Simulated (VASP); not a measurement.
# Ag in VASP: notebook, part 2 of 2

VASP 6.6.1.

## 3. Single point, PBE

INCAR reads:

```
  PREC = Accurate
  ENCUT = 520
  EDIFF = 1E-6
  ISMEAR = -1
  SIGMA = 0.08
  LREAL = False
  LASPH = True
  NELM = 80
  ALGO = Normal
  ISIF = 2
  LWAVE = False
  LCHARG = False
  LDIPOL = True
  IDIPOL = 3
  DIPOL = 0.5 0.5 0.500
  GGA = PE
  NBANDS = 36
  EFIELD = -0.1
```

KPOINTS reads:

```
Automatic mesh
0
Gamma
  14 10 1
```

POSCAR reads:

```
Ag
1.0
    2.9333909044      0.0000000000      0.0000000000
    0.0000000000      4.1484412008      0.0000000000
    0.0000000000      0.0000000000     21.8668000000
Ag
5
Direct
    0.0000000000      0.0000000000      0.3693695523
    0.5000000000      0.5000000000      0.4309424661
    0.0000000000      0.0000000000      0.5000000001
    0.5000000000      0.5000000000      0.5690575337
    0.0000000000      0.0000000000      0.6306304477
```

Potentials or basis: VASP PAW PBE potentials, release 64 (Ag).

Run with:

```console
$ cat potpaw_PBE.64/Ag/POTCAR > POTCAR
$ mpirun -np 1 vasp_std > vasp.out
```

OUTCAR:

```text
PREC = Accurate
   ENCUT = 520
   EDIFF = 1E-6
   ISMEAR = -1
   LREAL = False
   LASPH = True
   NELM = 80
   ISIF = 2
   GGA = PE

 ion  position               nearest neighbor table
   1  0.000  0.000  0.369-   3 2.86   2 2.88   2 2.88   2 2.88   2 2.88
   2  0.500  0.500  0.431-   1 2.88   1 2.88   1 2.88   1 2.88   3 2.96   3 2.96   3 2.96   3 2.96
                             4 3.02
   3  0.000  0.000  0.500-   5 2.86   1 2.86   4 2.96   4 2.96   4 2.96   4 2.96   2 2.96   2 2.96
                             2 2.96   2 2.96
   4  0.500  0.500  0.569-   5 2.88   5 2.88   5 2.88   5 2.88   3 2.96   3 2.96   3 2.96   3 2.96
                             2 3.02
   5  0.000  0.000  0.631-   3 2.86   4 2.88   4 2.88   4 2.88   4 2.88

  LATTYP: Found a simple orthorhombic cell.
 ALAT       =     2.9333909044
 B/A-ratio  =     1.4142135624
 C/A-ratio  =     7.4544446044

  Lattice vectors:

 A1 = (   2.9333909044,   0.0000000000,   0.0000000000)
 A2 = (   0.0000000000,   4.1484412008,   0.0000000000)
 A3 = (   0.0000000000,   0.0000000000,  21.8668000000)

Analysis of symmetry for initial positions (statically):
=====================================================================
 Subroutine PRICEL returns:
 Original cell was already a primitive cell.

 Routine SETGRP: Setting up the symmetry group for a
 simple orthorhombic supercell.

 Subroutine GETGRP returns: Found  8 space group operations
 (whereof  8 operations were pure point group operations)
 out of a pool of  8 trial point group operations.

The static configuration has the point symmetry D_2h.

Analysis of symmetry for dynamics (positions and initial velocities):
=====================================================================
 An external electric field (EFIELD) may reduce the allowed symmetry operations
 Subroutine PRICEL returns:
 Original cell was already a primitive cell.

 Routine SETGRP: Setting up the symmetry group for a
 simple orthorhombic supercell.

 Subroutine GETGRP returns: Found  4 space group operations
 (whereof  4 operations were pure point group operations)
[... 137 lines left out ...]
   LEPSILON=     F    determine dielectric tensor
   LRPA    =     F    only Hartree local field effects (RPA)
 non-spin polarized calculation
  energy-cutoff  :      520.00
  volume of cell :      266.10
 maximum number of plane-waves:      7241
 NGX is ok and might be reduce to    24
   NGX = 11   NGY = 15   NGZ = 81

 dipolmoment           0.000000      0.000000      0.051421 electrons x Angstroem

 number of electron      55.0000030 magnetization

 dipolmoment           0.000000      0.000000     -0.057610 electrons x Angstroem

 Free energy of the ion-electron system (eV)
  ---------------------------------------------------
  ext. energy  EPLUGINS =         0.00000000
  ---------------------------------------------------
  free energy    TOTEN  =       -12.28446491 eV

  energy without entropy =      -12.25022114  energy(sigma->0) =      -12.26734302

 E-fermi :  -0.1624     XC(G=0):  -4.8120

 val. band max:       -0.1785417776   @ k =   0.2857   0.1000   0.0000
 cond. band min:      -0.1528200138   @ k =   0.5000   0.2000   0.0000
 fundamental gap:      0.0257217638
 Fermi energy:        -0.1624222181

 k-point     1 :       0.0000    0.0000    0.0000
  band No.  band energies     occupation
      1      -7.0137      2.00000
      2      -6.0795      2.00000
      3      -5.8142      2.00000
      4      -5.7819      2.00000
      5      -5.6622      2.00000
      6      -5.1464      2.00000
[... 925 lines left out ...]
     35       6.7748      0.00000
     36       7.1184      0.00000

 [... further k-points ...]

------------------------ aborting loop because EDIFF is reached ----------------------------------------

 vacuum level on the upper side and lower side of the slab       (xc-potential included)         0.506        -0.804

  FORCE on cell =-STRESS in cart. coord.  units (eV):
  Direction    XX          YY          ZZ          XY          YZ          ZX
  --------------------------------------------------------------------------------------
  -------------------------------------------------------------------------------------
  Total       -1.3106631     -1.2901727     -0.1390570      0.0000000      0.0000000      0.0000000
  in kB       -7.8915358     -7.7681625     -0.8372659      0.0000000      0.0000000      0.0000000
  external PRESSURE =      -5.4989881 kB  Pullay stress =       0.0000000 kB

 VOLUME and BASIS-vectors are now :
 -----------------------------------------------------------------------------
  energy-cutoff  :      520.00
  volume of cell :      266.10
      direct lattice vectors                 reciprocal lattice vectors
     2.933390904  0.000000000  0.000000000     0.340902400  0.000000000  0.000000000
     0.000000000  4.148441201  0.000000000     0.000000000  0.241054399  0.000000000
     0.000000000  0.000000000 21.866800000     0.000000000  0.000000000  0.045731428

 POSITION                                       TOTAL-FORCE (eV/Angst)
 -----------------------------------------------------------------------------------
      0.00000      0.00000      8.07693         0.000000      0.000000      0.011884
      1.46670      2.07422      9.42333         0.000000      0.000000      0.007306
      0.00000      0.00000     10.93340         0.000000      0.000000      0.004292
      1.46670      2.07422     12.44347         0.000000      0.000000     -0.012556
      0.00000      0.00000     13.78987         0.000000      0.000000     -0.010927
 -----------------------------------------------------------------------------------
    total drift:                                0.000000      0.000000     -0.000004

  FREE ENERGIE OF THE ION-ELECTRON SYSTEM (eV)
  ---------------------------------------------------
  free  energy   TOTEN  =       -12.2844649061 eV

  energy  without entropy=      -12.2502211379  energy(sigma->0) =      -12.26734302

 vacuum level on the upper side and lower side of the slab         4.606         3.311
```

OSZICAR:

```text
N       E                     dE             d eps       ncg     rms          rms(c)
DAV:   1     0.330878972632E+03    0.33088E+03   -0.24026E+04  3456   0.127E+03
DAV:   2    -0.226245046263E+01   -0.33314E+03   -0.31837E+03  3884   0.273E+02
DAV:   3    -0.132107381466E+02   -0.10948E+02   -0.10824E+02  3888   0.502E+01
[... 16 lines left out ...]
DAV:  20    -0.122844539137E+02   -0.41538E-05   -0.18894E-07  2440   0.173E-03    0.551E-04
DAV:  21    -0.122844573022E+02   -0.33885E-05   -0.19603E-07  2464   0.176E-03    0.667E-04
DAV:  22    -0.122844614706E+02   -0.41684E-05   -0.15083E-07  2432   0.265E-03    0.539E-04
DAV:  23    -0.122844642759E+02   -0.28053E-05   -0.71603E-08  2408   0.100E-03    0.315E-04
DAV:  24    -0.122844649061E+02   -0.63025E-06   -0.13321E-08  2452   0.604E-04
   1 F= -.12284465E+02 E0= -.12267343E+02  d E =-.342438E-01
```

It took 5.9 min on 1 thread of Intel Xeon 6975P-C (Granite Rapids), shared host; peak memory 0.53 GiB.

Results:

```
Free energy            : -12.2845 eV
Largest force          : 0.013 eV/Å
Band gap on the k mesh : zero (an odd number of electrons rules out a gap without spin polarisation)
```

Forces on the atoms (eV/Å):
```
Ag   0.000  0.000  0.012
Ag   0.000  0.000  0.007
Ag   0.000  0.000  0.004
Ag   0.000  0.000 -0.013
Ag   0.000  0.000 -0.011
```

Levels at points of the mesh, in eV from the Fermi level:
```csv
k point,band 26,band 27,band 28,band 29,band 30,band 31
"(0.00, 0.00, 0.00)",-2.94,-2.76,-1.41,0.78,2.61,3.09
"(0.50, 0.00, 0.00)",-0.23,-0.22,0.63,0.98,2.00,3.97
"(0.00, 0.50, 0.00)",-2.88,-2.62,-2.05,-1.15,0.38,0.94
"(0.50, 0.50, 0.00)",0.59,0.76,2.62,2.98,3.50,3.66
```
